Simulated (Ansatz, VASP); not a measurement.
One calculation of K2S, two programs

Contents of POSCAR:

```
K2S
1.0
    5.2262260000      0.0000000000      0.0000000000
    2.6131130000      4.5260444819      0.0000000000
    2.6131130000      1.5086814940      4.2671956602
K S
2 1
Direct
    0.2500000000      0.2500000000      0.2500000000
    0.7500000000      0.7500000000      0.7500000000
    0.0000000000      0.0000000000      0.0000000000
```

INCAR.step1

```
ALGO = Normal
EDIFF = 1E-5
ENCUT = 550
GGA = PE
GGA_COMPAT = False
ISMEAR = 0
LASPH = True
LCHARG = False
LREAL = False
LWAVE = True
NBANDS = 19
NELM = 120
PREC = Accurate
SIGMA = 0.01
```

File INCAR.step2:

```
ALGO = Normal
EDIFF = 1E-6
ENCUT = 550
GGA_COMPAT = False
ISIF = 2
ISMEAR = 0
ISTART = 1
LASPH = True
LCHARG = False
LMIXTAU = True
LREAL = False
LWAVE = False
METAGGA = R2SCAN
NBANDS = 19
NELM = 120
PREC = Accurate
SIGMA = 0.01
```

KPOINTS

```
k-points
0
Gamma
  4 4 4
```

Input for Ansatz:

```yaml
crystal:
  lattice:
    - [5.226226, 0.0, 0.0]
    - [2.6131130000000002, 4.526044481918731, 0.0]
    - [2.6131130000000002, 1.5086814939729107, 4.267195660155585]
  atoms:
    - { symbol: K, position: [0.25000000000000006, 0.25, 0.25] }
    - { symbol: K, position: [0.7500000000000002, 0.75, 0.7499999999999999] }
    - { symbol: S, position: [0.0, 0.0, 0.0] }
basis:
  ecutwfc: 550.0
kpoints:
  mp_grid:
    grid: [4, 4, 4]
hamiltonian:
  xc: r2scan
scf:
  convergence:
    dr2_threshold: 1.0e-08
  occupations:
    method: fixed
output:
  wannier:
    kmesh: [4, 4, 4]
    projections:
      - { species: S, l: p }
    minimise: true
```

Alike in both runs: task single point; functional r2SCAN; k mesh 4 × 4 × 4; no spin polarisation.

|  | VASP | Ansatz |
| --- | --- | --- |
| version | VASP 6.6.1 | Ansatz 0.2.0 |
| potentials or method | VASP PAW PBE potentials, release 64 (K_sv, S), cutoff 550 eV | plane waves, PAW |
| occupations | gaussian, width 0.01 eV | fixed |
| valence electrons in the cell | 24 | 24 |

```csv
,VASP,Ansatz,Ansatz less VASP
gap on the k mesh at the Fermi level (eV),2.77,2.77,-0.005
```

VASP's potentials were made for PBE, not for r2SCAN.
